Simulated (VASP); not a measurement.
# Mg (Fm-3m) in VASP: notebook

Runs on Mg. Level: LDA. Tasks: single point.

Program: VASP 6.6.1. These are calculated values, not measurements. Logs are shortened: lines on timing, memory, paths and dates and some standing lists are left out, and cuts for length are marked.

## Step 1: The cell of the first run

The structure is cubic, space group Fm-3m (No. 225). Conventional cell: a = 4.139 Å, b = 4.139 Å, c = 4.139 Å, α = 90.00°, β = 90.00°, γ = 90.00°. Within 3.9 Å of Mg (site symmetry m-3m) lie 12 Mg at 2.93 Å.

This isn't the form of Mg at room conditions, which is hcp.

## Step 2: Single point, LDA

The input, INCAR:

```
PREC = Accurate
ENCUT = 520
EDIFF = 1E-6
ISMEAR = -1
SIGMA = 0.1
LREAL = F
LASPH = T
NELM = 100
ALGO = Normal
ISIF = 2
LWAVE = F
LCHARG = T
LELF = T
LVHAR = T
NBANDS = 7
```

The input, KPOINTS:

```
regular mesh
0
Gamma
  16 16 16
```

The input, POSCAR:

```
Mg
1.0
    0.0000000000      2.0695442590      2.0695442590
    2.0695442590      0.0000000000      2.0695442590
    2.0695442590      2.0695442590      0.0000000000
Mg
1
Direct
    0.0000000000      0.0000000000      0.0000000000
```

Potentials or basis: VASP PAW LDA potentials, release 64 (Mg).

Launch:

```console
cat potpaw_LDA.64/Mg/POTCAR > POTCAR
mpirun -np 1 vasp_std > vasp.out
```

OUTCAR:

```text
PREC = Accurate
   ENCUT = 520
   EDIFF = 1E-6
   ISMEAR = -1
   LREAL = F
   LASPH = T
   NELM = 100
   ISIF = 2

 ion  position               nearest neighbor table
   1  0.000  0.000  0.000-

  LATTYP: Found a face centered cubic cell.
 ALAT       =     4.1390885180

  Lattice vectors:

 A1 = (   0.0000000000,   2.0695442590,   2.0695442590)
 A2 = (   2.0695442590,   0.0000000000,   2.0695442590)
 A3 = (   2.0695442590,   2.0695442590,   0.0000000000)

Analysis of symmetry for initial positions (statically):
=====================================================================
 Subroutine PRICEL returns:
 Original cell was already a primitive cell.

 Routine SETGRP: Setting up the symmetry group for a
 face centered cubic supercell.

 Subroutine GETGRP returns: Found 48 space group operations
 (whereof 48 operations were pure point group operations)
 out of a pool of 48 trial point group operations.

The static configuration has the point symmetry O_h .

Analysis of symmetry for dynamics (positions and initial velocities):
=====================================================================
 Subroutine PRICEL returns:
 Original cell was already a primitive cell.

 Routine SETGRP: Setting up the symmetry group for a
 face centered cubic supercell.

 Subroutine GETGRP returns: Found 48 space group operations
 (whereof 48 operations were pure point group operations)
 out of a pool of 48 trial point group operations.

The dynamic configuration has the point symmetry O_h .

 Subroutine INISYM returns: Found 48 space group operations
 (whereof 48 operations are pure point group operations),
 and found     1 'primitive' translations

----------------------------------------------------------------------------------------

                                     Primitive cell

  volume of cell :      17.7278

  direct lattice vectors                    reciprocal lattice vectors
     0.000000000  2.069544259  2.069544259    -0.241599085  0.241599085  0.241599085
     2.069544259  0.000000000  2.069544259     0.241599085 -0.241599085  0.241599085
     2.069544259  2.069544259  0.000000000     0.241599085  0.241599085 -0.241599085

  length of vectors
     2.926777559  2.926777559  2.926777559     0.418461891  0.418461891  0.418461891

  position of ions in fractional coordinates (direct lattice)
     0.000000000  0.000000000  0.000000000

  ion indices of the primitive-cell ions
   primitive index   ion index
                 1           1

----------------------------------------------------------------------------------------

 KPOINTS: regular mesh

Automatic generation of k-mesh.
 Grid dimensions read from file:
 generate k-points for:   16   16   16

 Generating k-lattice:

  Cartesian coordinates                     Fractional coordinates (reciprocal lattice)
    -0.015099943  0.015099943  0.015099943     0.062500000  0.000000000  0.000000000
     0.015099943 -0.015099943  0.015099943     0.000000000  0.062500000  0.000000000
     0.015099943  0.015099943 -0.015099943     0.000000000  0.000000000  0.062500000

  Length of vectors
     0.026153868  0.026153868  0.026153868

  Shift w.r.t. Gamma in fractional coordinates (k-lattice)
     0.000000000  0.000000000  0.000000000

 Subroutine IBZKPT returns following result:
 ===========================================

 Found    145 irreducible k-points:

 Following reciprocal coordinates:
            Coordinates               Weight
  0.000000  0.000000  0.000000      1.000000
  0.062500  0.000000  0.000000      8.000000
  0.125000  0.000000  0.000000      8.000000
  0.187500  0.000000  0.000000      8.000000
  0.250000  0.000000  0.000000      8.000000
  0.312500  0.000000  0.000000      8.000000
[... 16 lines left out ...]
 -0.125000  0.062500  0.000000     24.000000
 -0.062500  0.062500  0.000000     12.000000
 [... further k-points ...]
   k-points           NKPTS =    145   k-points in BZ     NKDIM =    145   number of bands    NBANDS=      7
   number of dos      NEDOS =    301   number of ions     NIONS =      1
   total plane-waves  NPLWV =  13824
   dimension x,y,z NGX =    24 NGY =   24 NGZ =   24
   dimension x,y,z NGXF=    48 NGYF=   48 NGZF=   48
   ions per type =               1
   NGX,Y,Z   is equivalent  to a cutoff of  13.63, 13.63, 13.63 a.u.
   NGXF,Y,Z  is equivalent  to a cutoff of  27.26, 27.26, 27.26 a.u.
 SYSTEM =  unknown system
   PREC   = accura    normal or accurate (medium, high low for compatibility)
   ISTART =      0    job   : 0-new  1-cont  2-samecut
   ICHARG =      2    charge: 1-file 2-atom 10-const
   ISPIN  =      1    spin polarized calculation?
   LNONCOLLINEAR =      F non collinear calculations
   LSORBIT =      F    spin-orbit coupling
   LASPH  =      T    aspherical Exc in radial PAW
   ENCUT  =  520.0 eV  38.22 Ry    6.18 a.u.   5.44  5.44  5.44*2*pi/ulx,y,z
   NELM   =    100;   NELMIN=  2; NELMDL= -5     # of ELM steps
   EDIFF  = 0.1E-05   stopping-criterion for ELM
   LREAL  =      F    real-space projection
   EDIFFG = 0.1E-04   stopping-criterion for IOM
   NSW    =      0    number of steps for IOM
   IBRION =     -1    ionic relax: 0-MD 1-quasi-New 2-CG
   NFREE  =      0    steps in history (QN), initial steepest desc. (CG)
   ISIF   =      2    stress and relaxation
   ISYM   =      2    0-nonsym 1-usesym 2-fastsym
   POTIM  = 0.5000    time-step for ionic-motion
   TEBEG  =    0.0;   TEEND  =   0.0 temperature during run
   PSTRESS=    0.0 pullay stress
   NELECT =       2.0000    total number of electrons
   NUPDOWN=      -1.0000    fix difference up-down
   EMIN   =  10.00;   EMAX   =-10.00  energy-range for DOS
   EFERMI =   0.00;   METHOD = LEGACY
   ISMEAR =    -1;   SIGMA  =   0.10  broadening in eV -4-tet -1-fermi 0-gaus
   EFERMI_NEDOS =   21; number of points for ismear=-14 and -15
   IALGO  =     38    algorithm
   IMIX   =      4    mixing-type and parameters
     AMIX     =   0.40;   BMIX     =  1.00
     AMIX_MAG =   1.60;   BMIX_MAG =  1.00
  volume/ion in A,a.u.               =      17.73       119.63
  Fermi-wavevector in a.u.,A,eV,Ry     =   0.791043  1.494855  8.513833  0.625749
  Thomas-Fermi vector in A             =   1.896505
   LORBIT       =      0    0 simple, 1 ext, 2 COOP (PROOUT), +10 PAW based schemes
   GGA     = CA    functional components
   LHFCALC =     F    Hartree Fock is set to
   AEXX    =    0.0000 exact exchange contribution
   IVDW    =     0    specifies the selected vdW correction
   LEPSILON=     F    determine dielectric tensor
   LRPA    =     F    only Hartree local field effects (RPA)
 non-spin polarized calculation
  energy-cutoff  :      520.00
  volume of cell :       17.73
 maximum number of plane-waves:       531
 NGX is ok and might be reduce to    24
   NGX = 11   NGY = 11   NGZ = 11

 number of electron       2.0000000 magnetization

 Free energy of the ion-electron system (eV)
  ---------------------------------------------------
  ext. energy  EPLUGINS =         0.00000000
  ---------------------------------------------------
  free energy    TOTEN  =        -1.68219479 eV

  energy without entropy =       -1.66863979  energy(sigma->0) =       -1.67541729

 E-fermi :   3.9304     XC(G=0):  -9.5544

 val. band max:        3.9093419398   @ k =  -0.4375   0.4375   0.0000
 cond. band min:       3.9528450308   @ k =  -0.3750   0.1875   0.0625
 fundamental gap:      0.0435030911
 Fermi energy:         3.9304256600

 k-point     1 :       0.0000    0.0000    0.0000
  band No.  band energies     occupation
      1      -4.1426      2.00000
      2      17.9200      0.00000
      3      17.9200      0.00000
      4      17.9200      0.00000
      5      20.8062      0.00000
      6      21.2792      0.00000
      7      21.2792      0.00000

 k-point     2 :       0.0625    0.0000    0.0000
  band No.  band energies     occupation
      1      -4.0394      2.00000
      2      16.4733      0.00000
      3      17.7802      0.00000
      4      17.7802      0.00000
      5      20.9090      0.00000
      6      21.5675      0.00000
      7      21.5675      0.00000

 k-point     3 :       0.1250    0.0000    0.0000
  band No.  band energies     occupation
      1      -3.7306      2.00000
      2      14.1844      0.00000
      3      17.4717      0.00000
      4      17.4717      0.00000
      5      20.5343      0.00000
      6      22.2532      0.00000
      7      22.2532      0.00000

 k-point     4 :       0.1875    0.0000    0.0000
  band No.  band energies     occupation
      1      -3.2188      2.00000
      2      11.8788      0.00000
      3      17.1503      0.00000
      4      17.1503      0.00000
      5      20.1060      0.00000
      6      21.8890      0.00000
      7      21.8890      0.00000

 k-point     5 :       0.2500    0.0000    0.0000
  band No.  band energies     occupation
      1      -2.5084      2.00000
      2       9.6700      0.00000
      3      16.8933      0.00000
      4      16.8933      0.00000
      5      19.7555      0.00000
      6      20.8739      0.00000
      7      20.8739      0.00000
[... 161 lines left out ...]
 k-point    22 :      -0.1875    0.0625    0.0000
  band No.  band energies     occupation
      1      -2.9135      2.00000
      2      11.1710      0.00000
      3      15.3137      0.00000
      4      18.1348      0.00000
      5      20.3975      0.00000
      6      20.7124      0.00000
      7      21.9400      0.00000

 k-point    23 :      -0.1250    0.0625    0.0000
  band No.  band energies     occupation
      1      -3.4913      2.00000
      2      13.3851      0.00000
      3      15.7654      0.00000
      4      18.2874      0.00000
      5      21.1095      0.00000
      6      21.2216      0.00000
      7      22.4256      0.00000

 k-point    24 :      -0.0625    0.0625    0.0000
  band No.  band energies     occupation
      1      -3.8677      2.00000
      2      15.3967      0.00000
      3      16.5434      0.00000
      4      18.1873      0.00000
      5      21.2992      0.00000
      6      21.3266      0.00000
      7      21.9091      0.00000

 [... further k-points ...]

------------------------ aborting loop because EDIFF is reached ----------------------------------------

  FORCE on cell =-STRESS in cart. coord.  units (eV):
  Direction    XX          YY          ZZ          XY          YZ          ZX
  --------------------------------------------------------------------------------------
  -------------------------------------------------------------------------------------
  Total        1.2955883      1.2955883      1.2955883      0.0000000     -0.0000000      0.0000000
  in kB      117.0909821    117.0909821    117.0909821      0.0000000     -0.0000000      0.0000000
  external PRESSURE =     117.0909821 kB  Pullay stress =       0.0000000 kB

 VOLUME and BASIS-vectors are now :
 -----------------------------------------------------------------------------
  energy-cutoff  :      520.00
  volume of cell :       17.73
      direct lattice vectors                 reciprocal lattice vectors
     0.000000000  2.069544259  2.069544259    -0.241599085  0.241599085  0.241599085
     2.069544259  0.000000000  2.069544259     0.241599085 -0.241599085  0.241599085
     2.069544259  2.069544259  0.000000000     0.241599085  0.241599085 -0.241599085

 POSITION                                       TOTAL-FORCE (eV/Angst)
 -----------------------------------------------------------------------------------
      0.00000      0.00000      0.00000         0.000000      0.000000      0.000000
 -----------------------------------------------------------------------------------
    total drift:                                0.000000      0.000000     -0.000000

  FREE ENERGIE OF THE ION-ELECTRON SYSTEM (eV)
  ---------------------------------------------------
  free  energy   TOTEN  =        -1.6821947931 eV

  energy  without entropy=       -1.6686397923  energy(sigma->0) =       -1.67541729
```

It took 16 s on 1 thread of Intel Xeon 8259CL, shared host; peak memory 0.14 GiB.

Results:

* Free energy: -1.6822 eV
* Pressure: 11.7 GPa
* Band gap on the k mesh: zero (bands 1 and 2 overlap by 2.92 eV)

Caveat: the cell stands under pressure.

## Step 3: Single point, LDA

The input, INCAR:

```
SYSTEM = Mg
  PREC = Accurate
  ENCUT = 520
  EDIFF = 1E-7
  ISMEAR = -1
  SIGMA = 0.1
  LREAL = .False.
  LASPH = .True.
  NELM = 80
  ALGO = Normal
  ISIF = 2
  LWAVE = .False.
  LCHARG = .True.
  GGA = CA
  LELF = .True.
  LVHAR = .True.
  NBANDS = 7
```

The input, KPOINTS:

```
Automatic mesh
0
Gamma
  16 16 16
  0 0 0
```

The input, POSCAR:

```
Mg
1.0
    0.0000000000      2.0701136934      2.0701136934
    2.0701136934      0.0000000000      2.0701136934
    2.0701136934      2.0701136934      0.0000000000
Mg
1
Direct
    0.0000000000      0.0000000000      0.0000000000
```

Potentials or basis: VASP PAW LDA potentials, release 64 (Mg).

Launch:

```console
cat potpaw_LDA.64/Mg/POTCAR > POTCAR
mpirun -np 1 vasp_std > vasp.out
```

Run time: 20 s. Hardware: 1 thread of Intel Xeon 8259CL, shared host; peak memory 0.14 GiB.

The run converged. Its results:

```yaml
Free_energy: -1.6833 eV
Pressure: 11.6 GPa
Band_gap_on_the_k_mesh: zero (bands 1 and 2 overlap by 2.92 eV)
```

Levels at points of the mesh, in eV from the Fermi level:
```
           k point  band 1  band 2  band 3  band 4
(0.00, 0.00, 0.00)   -8.07   13.98   13.98   13.98
(0.50, 0.00, 0.00)   -2.09   -1.29   12.70   12.70
(0.50, 0.50, 0.00)   -0.26    0.92    6.60    8.38
```

Caveat: the cell stands under pressure.
